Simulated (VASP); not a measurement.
Write the native input for VASP 6.6.1 that does the following.

* Task: single point
* Functional: revPBE
* Potentials or basis: VASP PAW PBE potentials, release 64 (Mn_pv)
* Cutoff: 520 eV
* k mesh: 16 × 16 × 9
* Occupations: fermi-dirac, width 0.1 eV
* Spin: no spin polarisation
* Dipole correction: no
* Further INCAR settings: ALGO = Normal; EDIFF = 1e-06; NBANDS = 20

The structure of Mn lies in POSCAR:

```
Mn
1.0
    2.4616306435      0.0000000000      0.0000000000
   -1.2308153217      2.1318346720      0.0000000000
    0.0000000000      0.0000000000      3.9794872100
Mn
2
Direct
    0.3333333333      0.6666666667      0.2500000000
    0.6666666667      0.3333333333      0.7500000000
```

This cell differs from its parent crystal: volume scaled by 0.96.

One way to write it, as run:

INCAR

```
SYSTEM = Mn
PREC = Accurate
ENCUT = 520
EDIFF = 1E-6
ISMEAR = -1
SIGMA = 0.1
LREAL = .FALSE.
LASPH = .TRUE.
NELM = 100
ALGO = Normal
ISIF = 2
LWAVE = .FALSE.
LCHARG = .FALSE.
GGA = RE
NBANDS = 20
```

KPOINTS

```
regular mesh
0
G
  16 16 9
  0 0 0
```

Potentials or basis: VASP PAW PBE potentials, release 64 (Mn_pv).

Launch:

```console
$ cat potpaw_PBE.64/Mn_pv/POTCAR > POTCAR
$ mpirun -np 1 vasp_std > vasp.out
```

It gave:

```yaml
Pressure: 12.0 GPa
Band_gap_on_the_k_mesh: zero (band 13 reaches 11.89 eV, above the bottom of band 14 at 9.86 eV)
```

Caveat: the PAW data sets were made with another functional, which shifts forces and pressure a little; the run has no spin polarisation, though such a crystal can be magnetic.

Run time: 28 s on 1 thread of AMD EPYC 9R45 96-Core Processor (Zen 5) (shared host), peak memory 0.13 GiB.
